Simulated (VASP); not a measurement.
Input of a VASP 6.6.1 run:

The input POSCAR:

```
KCl
1.0
    3.7704587602      0.0000000000      0.0000000000
    0.0000000000      3.7704587602      0.0000000000
    0.0000000000      0.0000000000      3.7704587602
K Cl
1 1
Direct
    0.0000000000      0.0000000000      0.0000000000
    0.5000000000      0.5000000000      0.5000000000
```

File INCAR.step1:

```
PREC = Accurate
ENCUT = 600
ISMEAR = 0
SIGMA = 0.02
LREAL = False
LASPH = True
NELM = 80
GGA = PE
ALGO = Normal
EDIFF = 1E-4
LWAVE = True
LCHARG = False
```

Contents of INCAR.step2:

```
PREC = Accurate
ENCUT = 600
EDIFF = 1E-7
ISMEAR = 0
SIGMA = 0.02
LREAL = False
LASPH = True
NELM = 80
ALGO = Normal
ISIF = 3
LWAVE = False
LCHARG = False
METAGGA = R2SCAN
LMIXTAU = True
IBRION = 2
NSW = 100
EDIFFG = -0.005
ISTART = 1
```

The input KPOINTS:

```
regular mesh
0
Gamma
  6 6 6
```

Potentials or basis: VASP PAW PBE potentials, release 64 (K_sv, Cl).

Launch:

```console
$ cat potpaw_PBE.64/K_sv/POTCAR potpaw_PBE.64/Cl/POTCAR > POTCAR
$ cp INCAR.step1 INCAR
$ mpirun -np 1 vasp_std > vasp.out
$ cp INCAR.step2 INCAR
$ mpirun -np 1 vasp_std > vasp.out
```

Q: Estimate the band gap on the k mesh.

A: 5.81 eV (least direct gap 6.03 eV).

Final structure:
```yaml
crystal:
  lattice:
    - [3.77046, 0.00000, 0.00000]
    - [0.00000, 3.77046, 0.00000]
    - [0.00000, 0.00000, 3.77046]
  atoms:
    - { symbol: K, position: [0.00000, 0.00000, 0.00000] }
    - { symbol: Cl, position: [0.50000, 0.50000, 0.50000] }
```

Caveat: the relaxation stopped at its first step, so nothing moved; the PAW data sets were made with another functional, which shifts forces and pressure a little. r2SCAN opens gaps a little over a GGA but as a rule still falls short of measured ones.
